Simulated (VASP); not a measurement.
Write the native input for VASP 6.6.1 that does the following.

```yaml
Task: single point
Functional: PBE
Potentials_or_basis: VASP PAW PBE potentials, release 64 (In_d)
Cutoff: 520 eV
k_mesh: 6 × 6 × 1
Occupations: gaussian, width 0.1 eV
Spin: no spin polarisation
Dipole_correction: no
Further_INCAR_settings: ALGO = Normal; EDIFF = 1e-06; NBANDS = 48
```

The structure of In lies in POSCAR:

```
In
1.0
    3.3957848000      0.0000000000      0.0000000000
   -1.6978924000      2.9408359000      0.0000000000
    0.0000000000      0.0000000000     16.5767957000
In
6
Direct
    0.6666667000      0.3333333000      0.3335080000
    0.3333333000      0.6666667000      0.8339610000
    0.3333333000      0.6666667000      0.1660390000
    0.6666667000      0.3333333000      0.6664920000
    0.0000000000      0.0000000000      0.0000000000
    0.3333333000      0.6666667000      0.5000000000
```

The cell was built from a structure type or drawn by symmetry, and may not be a known phase.

The input as run:

INCAR

```
SYSTEM = In
PREC     = Accurate       ! precision mode
ENCUT    = 520            ! plane-wave cutoff, eV
EDIFF    = 1E-6           ! SCF threshold, eV
ISMEAR   = 0              ! smearing method
SIGMA    = 0.1            ! smearing width, eV
LREAL    = .False.        ! projectors in reciprocal space
LASPH    = .True.         ! aspherical terms in the spheres
NELM     = 100            ! most SCF steps
ALGO     = Normal         ! electronic algorithm
ISIF     = 2              ! what is computed and relaxed
LWAVE    = .False.        ! write WAVECAR
LCHARG   = .False.        ! write CHGCAR
GGA      = PE             ! functional
NBANDS   = 48             ! bands
```

KPOINTS

```
Automatic mesh
0
Gamma
  6 6 1
  0 0 0
```

Potentials or basis: VASP PAW PBE potentials, release 64 (In_d).

Launch:

```sh
$ cat potpaw_PBE.64/In_d/POTCAR > POTCAR
$ mpirun -np 1 vasp_std > vasp.out
```

It gave:

The pressure is -0.3 GPa and the largest force is 0.172 eV/Å. The band gap on the k mesh is zero (bands 39 and 40 overlap by 3.30 eV).

Caveat: the k points lie up to 0.38 Å⁻¹ apart, too coarse for converged energies and pressures of a metal; spin-orbit coupling is left out, which moves the levels of the heavy elements.

Wall time 52 s on 1 thread of Intel(R) Xeon(R) Platinum 8488C (Sapphire Rapids) (shared host), peak memory 0.3 GiB.
